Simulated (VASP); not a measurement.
# Ni (Fd-3m) in VASP: single point with PBE

Aim: the single point of Ni with PBE.

Program: VASP 6.6.1. These are calculated values, not measurements. Logs are shortened: lines on timing, memory, paths and dates and some standing lists are left out, and cuts for length are marked.

## (1) The cell of the first run

The structure is cubic, space group Fd-3m (No. 227). The conventional cell has a = 5.118 Å, b = 5.118 Å, c = 5.118 Å, α = 90.00°, β = 90.00°, γ = 90.00°. Ni (site symmetry -43m) has 4 Ni at 2.22 Å within 2.9 Å.

## (2) Single point, PBE, collinear spin, ferromagnetic start

INCAR

```
SYSTEM = Ni
ALGO = Normal
EDIFF = 1E-6
ENCUT = 520
GGA = PE
ISIF = 2
ISMEAR = -1
ISPIN = 2
LASPH = .TRUE.
LCHARG = .FALSE.
LMAXMIX = 4
LORBIT = 11
LREAL = .FALSE.
LWAVE = .FALSE.
MAGMOM = 1 1
NBANDS = 21
NELM = 150
PREC = Accurate
SIGMA = 0.05
```

KPOINTS

```
k-points
0
G
  14 14 14
  0 0 0
```

POSCAR

```
Ni
1.0
    0.0000000000      2.5592390274      2.5592390274
    2.5592390274      0.0000000000      2.5592390274
    2.5592390274      2.5592390274      0.0000000000
Ni
2
Direct
   -0.1250000000     -0.1250000000     -0.1250000000
    0.1250000000      0.1250000000      0.1250000000
```

Potentials or basis: VASP PAW PBE potentials, release 64 (Ni).

Run with:

```
$ cat potpaw_PBE.64/Ni/POTCAR > POTCAR
$ mpirun -np 1 vasp_std > vasp.out
```

OUTCAR:

```text
SYSTEM = Ni
   EDIFF = 1E-6
   ENCUT = 520
   GGA = PE
   ISIF = 2
   ISMEAR = -1
   ISPIN = 2
   LASPH = .TRUE.
   LORBIT = 11
   LREAL = .FALSE.
   NELM = 150
   PREC = Accurate

 ion  position               nearest neighbor table
   1  0.875  0.875  0.875-   2 2.22   2 2.22   2 2.22   2 2.22
   2  0.125  0.125  0.125-   1 2.22   1 2.22   1 2.22   1 2.22

  LATTYP: Found a face centered cubic cell.
 ALAT       =     5.1184780548

  Lattice vectors:

 A1 = (   0.0000000000,   2.5592390274,   2.5592390274)
 A2 = (   2.5592390274,   0.0000000000,   2.5592390274)
 A3 = (   2.5592390274,   2.5592390274,   0.0000000000)

Analysis of symmetry for initial positions (statically):
=====================================================================
 Subroutine PRICEL returns:
 Original cell was already a primitive cell.

 Routine SETGRP: Setting up the symmetry group for a
 face centered cubic supercell.

 Subroutine GETGRP returns: Found 48 space group operations
 (whereof 12 operations were pure point group operations)
 out of a pool of 48 trial point group operations.

The static configuration has the point symmetry D_3d.
 The point group associated with its full space group is O_h .

Analysis of symmetry for dynamics (positions and initial velocities):
=====================================================================
 Subroutine PRICEL returns:
 Original cell was already a primitive cell.

 Routine SETGRP: Setting up the symmetry group for a
 face centered cubic supercell.

 Subroutine GETGRP returns: Found 48 space group operations
 (whereof 12 operations were pure point group operations)
 out of a pool of 48 trial point group operations.

The dynamic configuration has the point symmetry D_3d.
 The point group associated with its full space group is O_h .

Analysis of structural, dynamic, and magnetic symmetry:
=====================================================================
 Subroutine PRICEL returns:
 Original cell was already a primitive cell.

 Routine SETGRP: Setting up the symmetry group for a
 face centered cubic supercell.

 Subroutine GETGRP returns: Found 48 space group operations
 (whereof 12 operations were pure point group operations)
 out of a pool of 48 trial point group operations.

The overall configuration has the point symmetry D_3d.
 The point group associated with its full space group is O_h .

 Subroutine INISYM returns: Found 48 space group operations
 (whereof 12 operations are pure point group operations),
 and found     1 'primitive' translations

----------------------------------------------------------------------------------------

                                     Primitive cell

  volume of cell :      33.5245

  direct lattice vectors                    reciprocal lattice vectors
     0.000000000  2.559239027  2.559239027    -0.195370575  0.195370575  0.195370575
     2.559239027  0.000000000  2.559239027     0.195370575 -0.195370575  0.195370575
     2.559239027  2.559239027  0.000000000     0.195370575  0.195370575 -0.195370575

  length of vectors
     3.619310542  3.619310542  3.619310542     0.338391762  0.338391762  0.338391762

  position of ions in fractional coordinates (direct lattice)
     0.875000000  0.875000000  0.875000000
     0.125000000  0.125000000  0.125000000

  ion indices of the primitive-cell ions
   primitive index   ion index
                 1           1
                 2           2

----------------------------------------------------------------------------------------

 KPOINTS: k-points

Automatic generation of k-mesh.
 Grid dimensions read from file:
 generate k-points for:   14   14   14

 Generating k-lattice:

  Cartesian coordinates                     Fractional coordinates (reciprocal lattice)
    -0.013955041  0.013955041  0.013955041     0.071428571  0.000000000  0.000000000
     0.013955041 -0.013955041  0.013955041     0.000000000  0.071428571  0.000000000
     0.013955041  0.013955041 -0.013955041     0.000000000  0.000000000  0.071428571

  Length of vectors
     0.024170840  0.024170840  0.024170840

  Shift w.r.t. Gamma in fractional coordinates (k-lattice)
     0.000000000  0.000000000  0.000000000

 Subroutine IBZKPT returns following result:
 ===========================================

 Found    104 irreducible k-points:

 Following reciprocal coordinates:
            Coordinates               Weight
  0.000000  0.000000  0.000000      1.000000
  0.071429  0.000000  0.000000      8.000000
  0.142857  0.000000  0.000000      8.000000
  0.214286  0.000000  0.000000      8.000000
  0.285714  0.000000  0.000000      8.000000
  0.357143  0.000000  0.000000      8.000000
[... 16 lines left out ...]
  0.214286  0.142857  0.000000     24.000000
  0.285714  0.142857  0.000000     24.000000
 [... further k-points ...]
   k-points           NKPTS =    104   k-points in BZ     NKDIM =    104   number of bands    NBANDS=     21
   number of dos      NEDOS =    301   number of ions     NIONS =      2
   total plane-waves  NPLWV =  21952
   dimension x,y,z NGX =    28 NGY =   28 NGZ =   28
   dimension x,y,z NGXF=    56 NGYF=   56 NGZF=   56
   ions per type =               2
   NGX,Y,Z   is equivalent  to a cutoff of  12.86, 12.86, 12.86 a.u.
   NGXF,Y,Z  is equivalent  to a cutoff of  25.72, 25.72, 25.72 a.u.
 SYSTEM =  Ni
   PREC   = accura    normal or accurate (medium, high low for compatibility)
   ISTART =      0    job   : 0-new  1-cont  2-samecut
   ICHARG =      2    charge: 1-file 2-atom 10-const
   ISPIN  =      2    spin polarized calculation?
   LNONCOLLINEAR =      F non collinear calculations
   LSORBIT =      F    spin-orbit coupling
   LASPH  =      T    aspherical Exc in radial PAW
   ENCUT  =  520.0 eV  38.22 Ry    6.18 a.u.   6.73  6.73  6.73*2*pi/ulx,y,z
   NELM   =    150;   NELMIN=  2; NELMDL= -5     # of ELM steps
   EDIFF  = 0.1E-05   stopping-criterion for ELM
   LREAL  =      F    real-space projection
   EDIFFG = 0.1E-04   stopping-criterion for IOM
   NSW    =      0    number of steps for IOM
   IBRION =     -1    ionic relax: 0-MD 1-quasi-New 2-CG
   NFREE  =      0    steps in history (QN), initial steepest desc. (CG)
   ISIF   =      2    stress and relaxation
   ISYM   =      2    0-nonsym 1-usesym 2-fastsym
   POTIM  = 0.5000    time-step for ionic-motion
   TEBEG  =    0.0;   TEEND  =   0.0 temperature during run
   PSTRESS=    0.0 pullay stress
   NELECT =      20.0000    total number of electrons
   NUPDOWN=      -1.0000    fix difference up-down
   EMIN   =  10.00;   EMAX   =-10.00  energy-range for DOS
   EFERMI =   0.00;   METHOD = LEGACY
   ISMEAR =    -1;   SIGMA  =   0.05  broadening in eV -4-tet -1-fermi 0-gaus
   EFERMI_NEDOS =   21; number of points for ismear=-14 and -15
   IALGO  =     38    algorithm
   IMIX   =      4    mixing-type and parameters
     AMIX     =   0.40;   BMIX     =  1.00
     AMIX_MAG =   1.60;   BMIX_MAG =  1.00
  volume/ion in A,a.u.               =      16.76       113.12
  Fermi-wavevector in a.u.,A,eV,Ry     =   1.378153  2.604331 25.841608  1.899305
  Thomas-Fermi vector in A             =   2.503240
   LORBIT       =     11    0 simple, 1 ext, 2 COOP (PROOUT), +10 PAW based schemes
   GGA     = PE    functional components
   LHFCALC =     F    Hartree Fock is set to
   AEXX    =    0.0000 exact exchange contribution
   IVDW    =     0    specifies the selected vdW correction
   LEPSILON=     F    determine dielectric tensor
   LRPA    =     F    only Hartree local field effects (RPA)
 spin polarized calculation
  energy-cutoff  :      520.00
  volume of cell :       33.52
 maximum number of plane-waves:       934
   NGX = 13   NGY = 13   NGZ = 13

 number of electron      20.0000000 magnetization       1.5899987

 Free energy of the ion-electron system (eV)
  ---------------------------------------------------
  ext. energy  EPLUGINS =         0.00000000
  ---------------------------------------------------
  free energy    TOTEN  =        -8.56473615 eV

  energy without entropy =       -8.53425777  energy(sigma->0) =       -8.54949696

 E-fermi :   4.5769     XC(G=0): -10.6026

 val. band max:        4.5766543633   @ k =   0.1429   0.1429   0.0000
 cond. band min:       4.5772359384   @ k =   0.2857   0.0714   0.0000
 fundamental gap:      0.0005815751
 Fermi energy:         4.5768533641

 spin component 1

 k-point     1 :       0.0000    0.0000    0.0000
  band No.  band energies     occupation
      1      -1.9125      1.00000
      2       1.4558      1.00000
      3       1.4558      1.00000
      4       1.4781      1.00000
      5       1.4781      1.00000
      6       1.4781      1.00000
[... 13 lines left out ...]
     20      21.4617      0.00000
     21      21.4617      0.00000
[... 529 lines left out ...]
 k-point    24 :       0.2857    0.1429    0.0000
  band No.  band energies     occupation
      1      -0.6463      1.00000
      2       1.0844      1.00000
      3       1.4803      1.00000
      4       1.5200      1.00000
      5       1.7199      1.00000
      6       1.9591      1.00000
[... 13 lines left out ...]
     20      22.9787      0.00000
     21      24.0024      0.00000

 [... further k-points ...]

 spin component 2

 k-point     1 :       0.0000    0.0000    0.0000
  band No.  band energies     occupation
      1      -1.9070      1.00000
      2       2.1843      1.00000
      3       2.1843      1.00000
      4       2.2330      1.00000
      5       2.2330      1.00000
      6       2.2330      1.00000
[... 13 lines left out ...]
     20      21.4433      0.00000
     21      21.4433      0.00000
[... 529 lines left out ...]
 k-point    24 :       0.2857    0.1429    0.0000
  band No.  band energies     occupation
      1      -0.6261      1.00000
      2       1.7939      1.00000
      3       2.2485      1.00000
      4       2.2903      1.00000
      5       2.4720      1.00000
      6       2.7106      1.00000
[... 13 lines left out ...]
     20      23.0191      0.00000
     21      24.0767      0.00000

 [... further k-points ...]

------------------------ aborting loop because EDIFF is reached ----------------------------------------

  FORCE on cell =-STRESS in cart. coord.  units (eV):
  Direction    XX          YY          ZZ          XY          YZ          ZX
  --------------------------------------------------------------------------------------
  -------------------------------------------------------------------------------------
  Total       -0.1940344     -0.1940344     -0.1940344     -0.0000000      0.0000000      0.0000000
  in kB       -9.2731373     -9.2731373     -9.2731373     -0.0000000      0.0000000      0.0000000
  external PRESSURE =      -9.2731373 kB  Pullay stress =       0.0000000 kB

 VOLUME and BASIS-vectors are now :
 -----------------------------------------------------------------------------
  energy-cutoff  :      520.00
  volume of cell :       33.52
      direct lattice vectors                 reciprocal lattice vectors
     0.000000000  2.559239027  2.559239027    -0.195370575  0.195370575  0.195370575
     2.559239027  0.000000000  2.559239027     0.195370575 -0.195370575  0.195370575
     2.559239027  2.559239027  0.000000000     0.195370575  0.195370575 -0.195370575

 POSITION                                       TOTAL-FORCE (eV/Angst)
 -----------------------------------------------------------------------------------
      4.47867      4.47867      4.47867        -0.000000     -0.000000     -0.000000
      0.63981      0.63981      0.63981         0.000000      0.000000      0.000000
 -----------------------------------------------------------------------------------
    total drift:                                0.000000      0.000000     -0.000000

  FREE ENERGIE OF THE ION-ELECTRON SYSTEM (eV)
  ---------------------------------------------------
  free  energy   TOTEN  =        -8.5647361469 eV

  energy  without entropy=       -8.5342577705  energy(sigma->0) =       -8.54949696

 total charge

# of ion       s       p       d       tot
------------------------------------------
    1        0.537   0.336   8.328   9.201
    2        0.537   0.336   8.328   9.201
--------------------------------------------------
tot          1.074   0.672  16.656  18.401

 magnetization (x)

# of ion       s       p       d       tot
------------------------------------------
    1       -0.013  -0.016   0.830   0.801
    2       -0.013  -0.016   0.830   0.801
--------------------------------------------------
tot         -0.026  -0.032   1.659   1.601
```

Run time: 59 s. Hardware: 1 thread of Intel Xeon 6975P-C (Granite Rapids), shared host; peak memory 0.23 GiB.

Results:

```
Free energy                                           : -8.5647 eV
Pressure                                              : -0.9 GPa
Net moment                                            : 1.59 μB per cell
Site moments                                          : Ni +0.80 μB
Valence electrons inside the program's atomic spheres : Ni 9.20
```

Levels at points of the mesh, in eV from the Fermi level:
Spin up:
| k point | band 7 | band 8 | band 9 | band 10 | band 11 | band 12 | band 13 | band 14 | band 15 | band 16 |
| --- | --- | --- | --- | --- | --- | --- | --- | --- | --- | --- |
| (0.00, 0.00, 0.00) | -1.71 | -1.71 | -1.71 | -0.78 | -0.78 | 11.50 | 11.50 | 11.50 | 12.09 | 12.09 |
| (0.50, 0.00, 0.00) | -1.43 | -1.38 | -1.38 | -0.94 | -0.94 | 0.29 | 8.38 | 8.38 | 12.12 | 12.45 |
| (0.50, 0.50, 0.00) | -1.91 | -1.91 | -0.82 | -0.82 | 0.89 | 0.89 | 4.40 | 4.40 | 9.12 | 9.12 |
Spin down:
```csv
k point,band 5,band 6,band 7,band 8,band 9,band 10,band 11,band 12,band 13,band 14
"(0.00, 0.00, 0.00)",-2.34,-2.34,-0.87,-0.87,-0.87,0.11,0.11,11.66,11.66,11.66
"(0.50, 0.00, 0.00)",-2.28,-2.28,-1.42,-0.55,-0.55,-0.01,-0.01,1.02,8.49,8.49
"(0.50, 0.50, 0.00)",-1.98,-1.98,-1.09,-1.09,0.13,0.13,1.40,1.40,4.40,4.40
```
